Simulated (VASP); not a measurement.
# InSe in VASP: relaxation of the atoms with PBE+D3(BJ)

Aim: the relaxation of the atoms of InSe with PBE+D3(BJ).

Program: VASP 6.6.1. These are calculated values, not measurements. Logs are shortened: lines on timing, memory, paths and dates and some standing lists are left out, and cuts for length are marked.

## Step 1: The cell of the first run

The cell holds a slab with vacuum, 8 atoms: a = 4.027 Å, b = 4.027 Å, c = 28.271 Å, α = 90.00°, β = 90.00°, γ = 120.00°.

## Step 2: Relaxation of the atoms, PBE+D3(BJ)

Input file INCAR:

```
PREC = Accurate
ENCUT = 450
EDIFF = 1E-7
ISMEAR = 0
SIGMA = 0.05
LREAL = False
LASPH = True
NELM = 120
ALGO = Normal
ISIF = 2
LWAVE = False
LCHARG = False
LDIPOL = True
IDIPOL = 3
DIPOL = 0.5 0.5 0.410
GGA = PE
IVDW = 12
IBRION = 2
NSW = 40
EDIFFG = -0.003
GGA_COMPAT = False
NELMIN = 4
NELMDL = -8
KPAR = 4
```

Input file KPOINTS:

```
Automatic mesh
0
Gamma
  9 9 1
```

Input file POSCAR:

```
InSe
1.0
    4.0266104108      0.0000000000      0.0000000000
   -2.0133052054      3.4871469069      0.0000000000
    0.0000000000      0.0000000000     28.2707105452
Se In
4 4
Selective dynamics
Direct
    0.0000000000      0.0000000000      0.1591753413  F F F
    0.0000000000      0.0000000000      0.3496677332  F F T
    0.0000000000      0.0000000000      0.4702165250  F F T
    0.0000000000      0.0000000000      0.6607089169  F F T
    0.6666666667      0.3333333333      0.2049979888  F F T
    0.6666666667      0.3333333333      0.3038451603  F F T
    0.6666666667      0.3333333333      0.5160391725  F F T
    0.6666666667      0.3333333333      0.6148863440  F F T
```

Potentials or basis: VASP PAW PBE potentials, release 64 (Se, In_d).

Started as:

```bash
cat potpaw_PBE.64/Se/POTCAR potpaw_PBE.64/In_d/POTCAR > POTCAR
mpirun -np 4 vasp_std > vasp.out
```

OUTCAR:

```text
PREC = Accurate
   ENCUT = 450
   EDIFF = 1E-7
   ISMEAR = 0
   LREAL = False
   LASPH = True
   NELM = 120
   ISIF = 2
   GGA = PE
   IVDW = 12
   IBRION = 2
   NSW = 40
   EDIFFG = -0.003
   NELMIN = 4
   NELMDL = -8
 IVDW          = 12

 ion  position               nearest neighbor table
   1  0.000  0.000  0.159-   5 2.66   5 2.66   5 2.66
   2  0.000  0.000  0.350-   6 2.66   6 2.66   6 2.66
   3  0.000  0.000  0.470-   7 2.66   7 2.66   7 2.66
   4  0.000  0.000  0.661-   8 2.66   8 2.66   8 2.66
   5  0.667  0.333  0.205-   1 2.66   1 2.66   1 2.66   6 2.79
   6  0.667  0.333  0.304-   2 2.66   2 2.66   2 2.66   5 2.79
   7  0.667  0.333  0.516-   3 2.66   3 2.66   3 2.66   8 2.79
   8  0.667  0.333  0.615-   4 2.66   4 2.66   4 2.66   7 2.79

  LATTYP: Found a hexagonal cell.
 ALAT       =     4.0266104108
 C/A-ratio  =     7.0209699129

  Lattice vectors:

 A1 = (   4.0266104108,   0.0000000000,   0.0000000000)
 A2 = (  -2.0133052054,   3.4871469069,   0.0000000000)
 A3 = (   0.0000000000,   0.0000000000,  28.2707105452)

Analysis of symmetry for initial positions (statically):
=====================================================================
 Subroutine PRICEL returns:
 Original cell was already a primitive cell.

 Routine SETGRP: Setting up the symmetry group for a
 hexagonal supercell.

 Subroutine GETGRP returns: Found 12 space group operations
 (whereof  6 operations were pure point group operations)
 out of a pool of 24 trial point group operations.

The static configuration has the point symmetry C_3v.
 The point group associated with its full space group is D_3h.

Analysis of symmetry for dynamics (positions and initial velocities):
=====================================================================
 Subroutine PRICEL returns:
 Original cell was already a primitive cell.

 Routine SETGRP: Setting up the symmetry group for a
 hexagonal supercell.

 Subroutine GETGRP returns: Found 12 space group operations
 (whereof  6 operations were pure point group operations)
 out of a pool of 24 trial point group operations.

The dynamic configuration has the point symmetry C_3v.
 The point group associated with its full space group is D_3h.

Analysis of constrained symmetry for selective dynamics:
=====================================================================
 Subroutine PRICEL returns:
 Original cell was already a primitive cell.

 Routine SETGRP: Setting up the symmetry group for a
 hexagonal supercell.

 Subroutine GETGRP returns: Found  6 space group operations
 (whereof  6 operations were pure point group operations)
 out of a pool of 24 trial point group operations.

The constrained configuration has the point symmetry C_3v.

 Subroutine INISYM returns: Found  6 space group operations
 (whereof  6 operations are pure point group operations),
 and found     1 'primitive' translations

----------------------------------------------------------------------------------------

                                     Primitive cell

  volume of cell :     396.9598

  direct lattice vectors                    reciprocal lattice vectors
     4.026610411  0.000000000  0.000000000     0.248347840  0.143383693  0.000000000
    -2.013305205  3.487146907  0.000000000     0.000000000  0.286767385  0.000000000
     0.000000000  0.000000000 28.270710545     0.000000000  0.000000000  0.035372298

  length of vectors
     4.026610411  4.026610411 28.270710545     0.286767385  0.286767385  0.035372298

  position of ions in fractional coordinates (direct lattice)
     0.000000000  0.000000000  0.159175341
     0.000000000  0.000000000  0.349667733
     0.000000000  0.000000000  0.470216525
     0.000000000  0.000000000  0.660708917
     0.666666667  0.333333333  0.204997989
     0.666666667  0.333333333  0.303845160
     0.666666667  0.333333333  0.516039173
     0.666666667  0.333333333  0.614886344

  ion indices of the primitive-cell ions
   primitive index   ion index
                 1           1
                 2           2
                 3           3
                 4           4
                 5           5
                 6           6
                 7           7
                 8           8

----------------------------------------------------------------------------------------

 KPOINTS: Automatic mesh

Automatic generation of k-mesh.
 Grid dimensions read from file:
 generate k-points for:    9    9    1

 Generating k-lattice:

  Cartesian coordinates                     Fractional coordinates (reciprocal lattice)
     0.027594204  0.015931521  0.000000000     0.111111111 -0.000000000  0.000000000
     0.000000000  0.031863043  0.000000000     0.000000000  0.111111111  0.000000000
     0.000000000  0.000000000  0.035372298     0.000000000  0.000000000  1.000000000

  Length of vectors
     0.031863043  0.031863043  0.035372298

  Shift w.r.t. Gamma in fractional coordinates (k-lattice)
     0.000000000  0.000000000  0.000000000

 Subroutine IBZKPT returns following result:
 ===========================================

 Found     12 irreducible k-points:

 Following reciprocal coordinates:
            Coordinates               Weight
  0.000000  0.000000  0.000000      1.000000
  0.111111  0.000000  0.000000      6.000000
  0.222222 -0.000000  0.000000      6.000000
  0.333333  0.000000  0.000000      6.000000
  0.444444 -0.000000  0.000000      6.000000
  0.111111  0.111111  0.000000      6.000000
  0.222222  0.111111  0.000000     12.000000
  0.333333  0.111111  0.000000     12.000000
  0.444444  0.111111  0.000000      6.000000
  0.222222  0.222222  0.000000      6.000000
  0.333333  0.222222  0.000000     12.000000
  0.333333  0.333333  0.000000      2.000000
   k-points           NKPTS =     12   k-points in BZ     NKDIM =     12   number of bands    NBANDS=     45
   number of dos      NEDOS =    301   number of ions     NIONS =      8
   total plane-waves  NPLWV = 153664
   dimension x,y,z NGX =    28 NGY =   28 NGZ =  196
   dimension x,y,z NGXF=    56 NGYF=   56 NGZF=  392
   ions per type =               4   4
   NGX,Y,Z   is equivalent  to a cutoff of  11.56, 11.56, 11.53 a.u.
   NGXF,Y,Z  is equivalent  to a cutoff of  23.12, 23.12, 23.05 a.u.
 SYSTEM =  unknown system
   PREC   = accura    normal or accurate (medium, high low for compatibility)
   ISTART =      0    job   : 0-new  1-cont  2-samecut
   ICHARG =      2    charge: 1-file 2-atom 10-const
   ISPIN  =      1    spin polarized calculation?
   LNONCOLLINEAR =      F non collinear calculations
   LSORBIT =      F    spin-orbit coupling
   LASPH  =      T    aspherical Exc in radial PAW
   ENCUT  =  450.0 eV  33.07 Ry    5.75 a.u.   6.96  6.96 48.90*2*pi/ulx,y,z
   NELM   =    120;   NELMIN=  4; NELMDL= -8     # of ELM steps
   EDIFF  = 0.1E-06   stopping-criterion for ELM
   LREAL  =      F    real-space projection
   EDIFFG = -.3E-02   stopping-criterion for IOM
   NSW    =     40    number of steps for IOM
   IBRION =      2    ionic relax: 0-MD 1-quasi-New 2-CG
   NFREE  =      1    steps in history (QN), initial steepest desc. (CG)
   ISIF   =      2    stress and relaxation
   ISYM   =      2    0-nonsym 1-usesym 2-fastsym
   POTIM  = 0.5000    time-step for ionic-motion
   TEBEG  =    0.0;   TEEND  =   0.0 temperature during run
   PSTRESS=    0.0 pullay stress
   NELECT =      76.0000    total number of electrons
   NUPDOWN=      -1.0000    fix difference up-down
   EMIN   =  10.00;   EMAX   =-10.00  energy-range for DOS
   EFERMI =   0.00;   METHOD = LEGACY
   ISMEAR =     0;   SIGMA  =   0.05  broadening in eV -4-tet -1-fermi 0-gaus
   EFERMI_NEDOS =   21; number of points for ismear=-14 and -15
   IALGO  =     38    algorithm
   IMIX   =      4    mixing-type and parameters
     AMIX     =   0.40;   BMIX     =  1.00
     AMIX_MAG =   1.60;   BMIX_MAG =  1.00
  volume/ion in A,a.u.               =      49.62       334.85
  Fermi-wavevector in a.u.,A,eV,Ry     =   0.943548  1.783047 12.113024  0.890282
  Thomas-Fermi vector in A             =   2.071266
   LORBIT       =      0    0 simple, 1 ext, 2 COOP (PROOUT), +10 PAW based schemes
   GGA     = PE    functional components
   LHFCALC =     F    Hartree Fock is set to
   AEXX    =    0.0000 exact exchange contribution
   IVDW    =    12    specifies the selected vdW correction
   LEPSILON=     F    determine dielectric tensor
   LRPA    =     F    only Hartree local field effects (RPA)
 conjugate gradient relaxation of ions
 non-spin polarized calculation
 Gauss-broadening in eV      SIGMA  =   0.05
  energy-cutoff  :      450.00
  volume of cell :      396.96
 maximum number of plane-waves:      8635
 NGX is ok and might be reduce to    28
   NGX = 13   NGY = 13   NGZ = 97

--------------------------------------- Ionic step        1  -------------------------------------------

 number of electron      75.9999975 magnetization

 Free energy of the ion-electron system (eV)
  ---------------------------------------------------
  ext. energy  EPLUGINS =         0.00000000
  ---------------------------------------------------
  free energy    TOTEN  =       -28.31612078 eV

  energy without entropy =      -28.31612078  energy(sigma->0) =      -28.31612078

------------------------ aborting loop because EDIFF is reached ----------------------------------------

 Edisp (eV)   -2.00498

 E8    (eV) :    -0.9392

  FORCE on cell =-STRESS in cart. coord.  units (eV):
  Direction    XX          YY          ZZ          XY          YZ          ZX
  --------------------------------------------------------------------------------------
  -------------------------------------------------------------------------------------
  Total      -0.00625    -0.00625     0.77934    -0.00000    -0.00000    -0.00000
  in kB      -0.02523    -0.02523     3.14551    -0.00000    -0.00000    -0.00000
  external pressure =        1.03 kB  Pullay stress =        0.00 kB
[... 115 lines left out ...]
  FREE ENERGIE OF THE ION-ELECTRON SYSTEM (eV)
  ---------------------------------------------------
  free  energy   TOTEN  =       -30.3251862419 eV

  energy  without entropy=      -30.3251862419  energy(sigma->0) =      -30.32518624

 E-fermi :  -0.0006     XC(G=0):  -5.7017

 val. band max:       -0.2512551162   @ k =   0.1111   0.0000   0.0000
 cond. band min:       0.9638670039   @ k =   0.0000   0.0000   0.0000
 fundamental gap:      1.2151221201
 Fermi energy:        -0.0006157467

 k-point     1 :       0.0000    0.0000    0.0000
  band No.  band energies     occupation
      1     -14.5194      2.00000
      2     -14.5155      2.00000
      3     -14.3343      2.00000
      4     -14.3343      2.00000
      5     -14.3331      2.00000
      6     -14.3331      2.00000
[... 565 lines left out ...]
     44       3.6929      0.00000
     45       4.3580      0.00000

 dipolmoment           0.000000      0.000000      0.000065 electrons x Angstroem

[... ionic steps 4 to 34 ...]

--------------------------------------- Ionic step       35  -------------------------------------------

 number of electron      75.9999975 magnetization

------------------------ aborting loop because EDIFF is reached ----------------------------------------

 Edisp (eV)   -1.96222

 E8    (eV) :    -0.9197
[... 81 lines left out ...]
  energy  without entropy=      -30.3442377694  energy(sigma->0) =      -30.34423777

--------------------------------------- Ionic step       37  -------------------------------------------

 number of electron      75.9999975 magnetization

 dipolmoment           0.000000      0.000000     -0.000130 electrons x Angstroem

 Free energy of the ion-electron system (eV)
  ---------------------------------------------------
  ext. energy  EPLUGINS =         0.00000000
  ---------------------------------------------------
  free energy    TOTEN  =       -28.38200556 eV

  energy without entropy =      -28.38200556  energy(sigma->0) =      -28.38200556

 E-fermi :   0.0050     XC(G=0):  -5.6913

 val. band max:       -0.2436961516   @ k =   0.1111   0.0000   0.0000
 cond. band min:       0.9642587902   @ k =   0.0000   0.0000   0.0000
 fundamental gap:      1.2079549417
 Fermi energy:         0.0050237947

 k-point     1 :       0.0000    0.0000    0.0000
  band No.  band energies     occupation
      1     -14.5139      2.00000
      2     -14.5117      2.00000
      3     -14.3308      2.00000
      4     -14.3308      2.00000
      5     -14.3294      2.00000
      6     -14.3294      2.00000
[... 565 lines left out ...]
     44       3.7066      0.00000
     45       4.3680      0.00000

------------------------ aborting loop because EDIFF is reached ----------------------------------------

 vacuum level on the upper side and lower side of the slab       (xc-potential included)        -0.055        -0.025

 Edisp (eV)   -1.96223

 E8    (eV) :    -0.9197

  FORCE on cell =-STRESS in cart. coord.  units (eV):
  Direction    XX          YY          ZZ          XY          YZ          ZX
  --------------------------------------------------------------------------------------
  -------------------------------------------------------------------------------------
  Total      -0.10918    -0.10918    -0.10868     0.00000     0.00000     0.00000
  in kB      -0.44066    -0.44066    -0.43866     0.00000     0.00000     0.00000
  external pressure =       -0.44 kB  Pullay stress =        0.00 kB
[... 23 lines left out ...]
  FREE ENERGIE OF THE ION-ELECTRON SYSTEM (eV)
  ---------------------------------------------------
  free  energy   TOTEN  =       -30.3442399014 eV

  energy  without entropy=      -30.3442399014  energy(sigma->0) =      -30.34423990

 reached required accuracy - stopping structural energy minimisation

 vacuum level on the upper side and lower side of the slab         5.441         5.475
```

It took 32 min on 4 MPI ranks of Intel Xeon Platinum 8259CL at 2.50GHz (Skylake/Cascade Lake), shared host; peak memory 0.51 GiB.

Results:

- Free energy: -30.3442 eV
- Energy gained by relaxing: 2.9 meV/atom
- Ionic steps: 37
- Band gap on the k mesh: 1.21 eV (least direct gap 1.26 eV)
- Dispersion energy per atom: -0.245 eV

The path:
| step | energy change (eV) | largest force on free atoms (eV/Å) | pressure (GPa) |
| --- | --- | --- | --- |
| 1 | 0.0000 | 0.1209 | 0.10 |
| 2 | -0.0015 | 0.0920 | 0.13 |
| 3 | -0.0041 | 0.0739 | 0.19 |
| 4 | -0.0022 | 0.1730 | 0.33 |
| 5 | -0.0045 | 0.0961 | 0.23 |
| 6 | -0.0059 | 0.0739 | 0.24 |
| 7 | -0.0072 | 0.0847 | 0.28 |
| 8 | -0.0072 | 0.0966 | 0.28 |
| 9 | -0.0080 | 0.0800 | 0.28 |
| 10 | -0.0085 | 0.0935 | 0.29 |
| 11 | -0.0092 | 0.0716 | 0.27 |
| 12 | -0.0102 | 0.0903 | 0.22 |
| 13 | -0.0109 | 0.0636 | 0.21 |
| 14 | -0.0116 | 0.0752 | 0.19 |
| 15 | -0.0125 | 0.0722 | 0.18 |
| 16 | -0.0149 | 0.0810 | 0.14 |
| 17 | -0.0184 | 0.0991 | 0.06 |
| 18 | -0.0202 | 0.1400 | -0.08 |
| 19 | -0.0209 | 0.1221 | -0.08 |
| 20 | -0.0223 | 0.0692 | -0.09 |
| 21 | -0.0218 | 0.0885 | -0.09 |
| 22 | -0.0226 | 0.0607 | -0.09 |
| 23 | -0.0228 | 0.0381 | -0.09 |
| 24 | -0.0229 | 0.0243 | -0.08 |
| 25 | -0.0229 | 0.0619 | -0.08 |
| 26 | -0.0230 | 0.0270 | -0.08 |
| 27 | -0.0230 | 0.0191 | -0.07 |
| 28 | -0.0231 | 0.0125 | -0.06 |
| 29 | -0.0231 | 0.0286 | -0.04 |
| 30 | -0.0231 | 0.0140 | -0.05 |
| 31 | -0.0231 | 0.0105 | -0.05 |
| 32 | -0.0231 | 0.0070 | -0.05 |
| 33 | -0.0231 | 0.0115 | -0.04 |
| 34 | -0.0231 | 0.0048 | -0.05 |
| 35 | -0.0231 | 0.0060 | -0.04 |
| 36 | -0.0231 | 0.0052 | -0.04 |
| 37 | -0.0231 | 0.0028 | -0.04 |

Final structure:
```xyz
8
Lattice="4.0266 0.0000 0.0000 -2.0133 3.4871 0.0000 0.0000 0.0000 28.2707" Properties=species:S:1:pos:R:3 pbc="T T T"
Se    0.0000    0.0000    4.5000
Se    0.0000    0.0000    9.8929
Se    0.0000    0.0000   13.6240
Se    0.0000    0.0000   19.0137
In    2.0133    1.1624    5.7986
In    2.0133    1.1624    8.5947
In    2.0133    1.1624   14.9215
In    2.0133    1.1624   17.7164
```

Caveat: spin-orbit coupling is left out, which moves the levels of the heavy elements.
